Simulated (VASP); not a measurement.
Set up this calculation in VASP 6.6.1, as the native input.

- Task: single point
- Functional: PBE
- Potentials or basis: VASP PAW PBE potentials, release 64 (Zr_sv, O)
- Cutoff: 600 eV
- k mesh: 8 × 8 × 8
- Occupations: gaussian, width 0.01 eV
- Spin: no spin polarisation
- Dipole correction: no
- Further INCAR settings: ALGO = Normal; EDIFF = 1e-06; NBANDS = 19

The structure of ZrO2 lies in POSCAR:

```
ZrO2
1.0
    0.0000000000      2.5832255553      2.5832255553
    2.5832255553      0.0000000000      2.5832255553
    2.5832255553      2.5832255553      0.0000000000
Zr O
1 2
Direct
    0.0000000000      0.0000000000      0.0000000000
    0.2500000000      0.2500000000      0.2500000000
    0.7500000000      0.7500000000      0.7500000000
```

These files were run (other wordings do the same):

INCAR

```
PREC = Accurate ; ENCUT = 600
EDIFF = 1E-6 ; ISMEAR = 0
SIGMA = 0.01 ; LREAL = F
LASPH = T ; NELM = 120
ALGO = Normal ; ISIF = 2
LWAVE = F ; LCHARG = T
GGA = PE ; LELF = T
LVHAR = T ; NBANDS = 19
GGA_COMPAT = F
```

KPOINTS

```
Automatic mesh
0
Gamma
  8 8 8
```

Potentials or basis: VASP PAW PBE potentials, release 64 (Zr_sv, O).

Run with:

```sh
$ cat potpaw_PBE.64/Zr_sv/POTCAR potpaw_PBE.64/O/POTCAR > POTCAR
$ mpirun -np 1 vasp_std > vasp.out
```

Results of the run:

* Pressure: -6.5 GPa
* Band gap on the k mesh: 3.23 eV (least direct gap 3.64 eV)

Caveat: the cell stands under tension.

Run time: 14 s on 1 thread of Intel(R) Xeon(R) 6975P-C (Granite Rapids), with other jobs on the host, peak memory 0.18 GiB.
